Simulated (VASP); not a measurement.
Set up this calculation in VASP 6.6.1, as the native input.

```
Task                   : single point
Functional             : PBEsol
Potentials or basis    : VASP PAW PBE potentials, release 64 (Ge_d)
Cutoff                 : 520 eV
k mesh                 : 12 × 12 × 12
Occupations            : gaussian, width 0.01 eV
Spin                   : non-collinear spin, zero start, spin-orbit coupling
Starting moments       : [[0.0, 0.0, 0.0], [0.0, 0.0, 0.0]] μB
Dipole correction      : no
Further INCAR settings : ALGO = Normal; EDIFF = 1e-06; NBANDS = 40
```

The structure of Ge lies in POSCAR:

```
Ge
1.0
    0.0000000000      2.8290000000      2.8290000000
    2.8290000000      0.0000000000      2.8290000000
    2.8290000000      2.8290000000      0.0000000000
Ge
2
Direct
    0.0000000000      0.0000000000      0.0000000000
    0.2500000000      0.2500000000      0.2500000000
```

One way to write it, as run:

INCAR

```
PREC = Accurate
ENCUT = 520
EDIFF = 1E-6
ISMEAR = 0
SIGMA = 0.01
LREAL = F
LASPH = T
NELM = 150
ALGO = Normal
ISIF = 2
LWAVE = F
LCHARG = F
MAGMOM = 0 0 0 0 0 0
LORBIT = 11
LSORBIT = T
GGA_COMPAT = F
LORBMOM = T
GGA = PS
NBANDS = 40
```

KPOINTS

```
Automatic mesh
0
Gamma
  12 12 12
```

Potentials or basis: VASP PAW PBE potentials, release 64 (Ge_d).

Launch:

```sh
$ cat potpaw_PBE.64/Ge_d/POTCAR > POTCAR
$ mpirun -np 1 vasp_ncl > vasp.out
```

Results of the run:

```
Pressure                                              : 0.5 GPa
Net moment                                            : 0.00 μB per cell
Valence electrons inside the program's atomic spheres : Ge 12.41
```

Caveat: the PAW data sets were made with another functional, which shifts forces and pressure a little.

It took 4.7 min on 1 thread of Oxide Virtual Turin-like Processor, with other jobs on the host, peak memory 0.34 GiB.
